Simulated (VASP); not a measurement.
# InAs (F-43m) in VASP: further runs, part 2 of 2

VASP 6.6.1.

## Step 3: Relaxation of cell and atoms, PBEsol, target pressure -1 GPa, at which the enthalpy is minimised

This run uses another cell than the first one, of 28.20 Å³/atom.

Contents of INCAR:

```
SYSTEM = InAs
ALGO     = Normal         ! electronic algorithm
EDIFF    = 1E-6           ! SCF threshold, eV
EDIFFG   = -0.001         ! ionic threshold
ENCUT    = 600            ! plane-wave cutoff, eV
GGA      = PS             ! functional
IBRION   = 2              ! ionic algorithm
ISIF     = 3              ! what is computed and relaxed
ISMEAR   = -1             ! smearing method
LASPH    = .TRUE.         ! aspherical terms in the spheres
LCHARG   = .FALSE.        ! write CHGCAR
LREAL    = .FALSE.        ! projectors in reciprocal space
LWAVE    = .FALSE.        ! write WAVECAR
NELM     = 100            ! most SCF steps
NSW      = 80             ! ionic steps
PREC     = Accurate       ! precision mode
PSTRESS  = -10.0        
SIGMA    = 0.15           ! smearing width, eV
```

Contents of KPOINTS:

```
k-points
0
G
  12 12 12
  0 0 0
```

Contents of POSCAR:

```
InAs
1.0
    0.0000000000      3.0437329627      3.0437329627
    3.0437329627      0.0000000000      3.0437329627
    3.0437329627      3.0437329627      0.0000000000
In As
1 1
Direct
    0.0000000000      0.0000000000      0.0000000000
    0.7500000000      0.7500000000      0.7500000000
```

Potentials or basis: VASP PAW PBE potentials, release 64 (In_d, As).

Command:

```console
cat potpaw_PBE.64/In_d/POTCAR potpaw_PBE.64/As/POTCAR > POTCAR
mpirun -np 1 vasp_std > vasp.out
```

OUTCAR:

```text
SYSTEM = InAs
   EDIFF = 1E-6
   EDIFFG = -0.001
   ENCUT = 600
   GGA = PS
   IBRION = 2
   ISIF = 3
   ISMEAR = -1
   LASPH = .TRUE.
   LREAL = .FALSE.
   NELM = 100
   NSW = 80
   PREC = Accurate
   PSTRESS = -10.0

 ion  position               nearest neighbor table
   1  0.000  0.000  0.000-   2 2.64   2 2.64   2 2.64   2 2.64
   2  0.750  0.750  0.750-   1 2.64   1 2.64   1 2.64   1 2.64

  LATTYP: Found a face centered cubic cell.
 ALAT       =     6.0874659254

  Lattice vectors:

 A1 = (   0.0000000000,   3.0437329627,   3.0437329627)
 A2 = (   3.0437329627,   0.0000000000,   3.0437329627)
 A3 = (   3.0437329627,   3.0437329627,   0.0000000000)

Analysis of symmetry for initial positions (statically):
=====================================================================
 Subroutine PRICEL returns:
 Original cell was already a primitive cell.

 Routine SETGRP: Setting up the symmetry group for a
 face centered cubic supercell.

 Subroutine GETGRP returns: Found 24 space group operations
 (whereof 24 operations were pure point group operations)
 out of a pool of 48 trial point group operations.

The static configuration has the point symmetry T_d .

Analysis of symmetry for dynamics (positions and initial velocities):
=====================================================================
[... 349 lines left out ...]

 number of electron      17.9999999 magnetization

 Free energy of the ion-electron system (eV)
  ---------------------------------------------------
  ext. energy  EPLUGINS =         0.00000000
  ---------------------------------------------------
  free energy    TOTEN  =        -8.48874852 eV

  energy without entropy =       -8.48456691  energy(sigma->0) =       -8.48665771

 E-fermi :   4.3233     XC(G=0):  -9.1080

 val. band max:        3.9696195121   @ k =   0.0000   0.0000   0.0000
 cond. band min:       4.6275695771   @ k =   0.0833   0.0000   0.0000
 fundamental gap:      0.6579500650
 Fermi energy:         4.3233285923

 k-point     1 :       0.0000    0.0000    0.0000
  band No.  band energies     occupation
      1     -10.2823      2.00000
      2     -10.2823      2.00000
      3     -10.2823      2.00000
      4     -10.1704      2.00000
      5     -10.1704      2.00000
      6      -7.6641      2.00000
      7       3.4830      1.99265
      8       3.9696      1.82715
      9       3.9696      1.82715
     10       3.9696      1.82715
     11       7.8081      0.00000
     12       7.8081      0.00000
     13       7.8081      0.00000
[... 354 lines left out ...]
  band No.  band energies     occupation
      1     -10.3989      2.00000
      2     -10.2489      2.00000
      3     -10.2437      2.00000
      4     -10.1697      2.00000
      5     -10.1649      2.00000
      6      -6.1634      2.00000
      7      -1.5244      2.00000
      8       1.6616      2.00000
      9       2.7668      1.99994
     10       6.0316      0.00002
     11       8.2171      0.00000
     12       9.2722      0.00000
     13      10.6864      0.00000

 [... further k-points ...]

------------------------ aborting loop because EDIFF is reached ----------------------------------------

  FORCE on cell =-STRESS in cart. coord.  units (eV):
  Direction    XX          YY          ZZ          XY          YZ          ZX
  --------------------------------------------------------------------------------------
  -------------------------------------------------------------------------------------
  Total       -0.3579410     -0.3579410     -0.3579410      0.0000000      0.0000000     -0.0000000
  in kB       -9.9605327     -9.9605327     -9.9605327      0.0000000      0.0000000     -0.0000000
  external PRESSURE =       0.0394673 kB  Pullay stress =     -10.0000000 kB
[... 21 lines left out ...]
  energy  without entropy=       -8.4845669082  energy(sigma->0) =       -8.48665771

  enthalpy is  TOTEN    =        -8.8481078201 eV   P V=       -0.3593592990

 reached required accuracy - stopping structural energy minimisation
```

OSZICAR:

```text
N       E                     dE             d eps       ncg     rms          rms(c)
DAV:   1     0.118641659928E+03    0.11864E+03   -0.91563E+03  1877   0.164E+03
DAV:   2     0.530270452816E+00   -0.11811E+03   -0.11474E+03  1927   0.344E+02
DAV:   3    -0.852945706759E+01   -0.90597E+01   -0.89442E+01  2470   0.968E+01
DAV:   4    -0.877198583182E+01   -0.24253E+00   -0.24236E+00  2126   0.172E+01
[... 73 lines left out ...]
  14 F= -.88481074E+01 E0= -.88460189E+01  d E =-.989398E-06
       N       E                     dE             d eps       ncg     rms          rms(c)
DAV:   1    -0.848875177892E+01    0.47051E-04   -0.71937E-05  2427   0.181E-01    0.109E-02
DAV:   2    -0.848874913532E+01    0.26436E-05   -0.57958E-06  1527   0.600E-02    0.396E-03
DAV:   3    -0.848874852108E+01    0.61424E-06   -0.14057E-06   956   0.271E-02
  15 F= -.88481078E+01 E0= -.88460170E+01  d E =-.139583E-05
```

Wall time 1.8 min (1 thread of Intel Xeon 6975P-C (Granite Rapids), shared host); peak memory 0.26 GiB.

What came out:

```
Free energy                                                : -8.4887 eV
Relaxed volume                                             : 28.79 Å³/atom
Relaxed cell                                               : a = 4.334 Å, b = 4.334 Å, c = 4.334 Å, α = 60.00°, β = 60.00°, γ = 60.00°
Space group after relaxing (to 0.1 Å)                      : F-43m (No. 216)
Energy change on relaxing (the run minimises the enthalpy) : +1.7 meV/atom
Ionic steps                                                : 15
Pressure after relaxing                                    : -1.0 GPa
Band gap on the k mesh                                     : zero (filled and empty bands touch)
```

The path:
```csv
step,energy change (eV),largest force (eV/Å),pressure (GPa),volume (Å³)
1,0.0000,0.0000,0.11,56.40
2,0.0065,0.0000,-1.38,58.01
3,0.0034,0.0000,-1.01,57.58
4,0.0032,0.0000,-0.98,57.56
5,0.0032,0.0000,-0.97,57.56
6,0.0032,0.0000,-0.97,57.56
7,0.0032,0.0000,-0.98,57.56
8,0.0032,0.0000,-0.98,57.56
9,0.0032,0.0000,-0.98,57.56
10,0.0032,0.0000,-0.98,57.56
11,0.0032,0.0000,-0.98,57.56
12,0.0032,0.0000,-0.98,57.56
13,0.0033,0.0000,-0.97,57.56
14,0.0033,0.0000,-0.97,57.57
15,0.0033,0.0000,-1.00,57.58
```

Final structure:
```cif
data_structure
_symmetry_space_group_name_H-M 'P 1'
_symmetry_Int_Tables_number 1
_cell_length_a 4.3343
_cell_length_b 4.3343
_cell_length_c 4.3343
_cell_angle_alpha 60.000
_cell_angle_beta 60.000
_cell_angle_gamma 60.000
_cell_volume 57.58
loop_
_atom_site_label
_atom_site_type_symbol
_atom_site_fract_x
_atom_site_fract_y
_atom_site_fract_z
_atom_site_occupancy
In1 In 0.00000 0.00000 0.00000 1
As1 As 0.75000 0.75000 0.75000 1
```

Levels at points of the mesh, in eV from the Fermi level:
| k point | band 5 | band 6 | band 7 | band 8 | band 9 | band 10 | band 11 | band 12 | band 13 |
| --- | --- | --- | --- | --- | --- | --- | --- | --- | --- |
| (0.00, 0.00, 0.00) | -14.49 | -11.99 | -0.84 | -0.35 | -0.35 | -0.35 | 3.48 | 3.48 | 3.48 |
| (0.50, 0.00, 0.00) | -14.49 | -10.63 | -5.97 | -1.29 | -1.29 | 0.44 | 4.24 | 4.24 | 6.31 |
| (0.50, 0.50, 0.00) | -14.47 | -10.12 | -6.06 | -2.56 | -2.56 | 1.15 | 1.62 | 8.46 | 8.58 |

Caveat: the cell is relaxed towards a set pressure, so the run minimises the enthalpy, not the energy; semilocal functionals underestimate gaps, and a narrow one can read as zero; the PAW data sets were made with another functional, which shifts forces and pressure a little; spin-orbit coupling is left out, which moves the levels of the heavy elements. Zero-point motion and thermal expansion aren't in these numbers.

The gap in the log of VASP goes by the Fermi energy; the results here count the filled bands.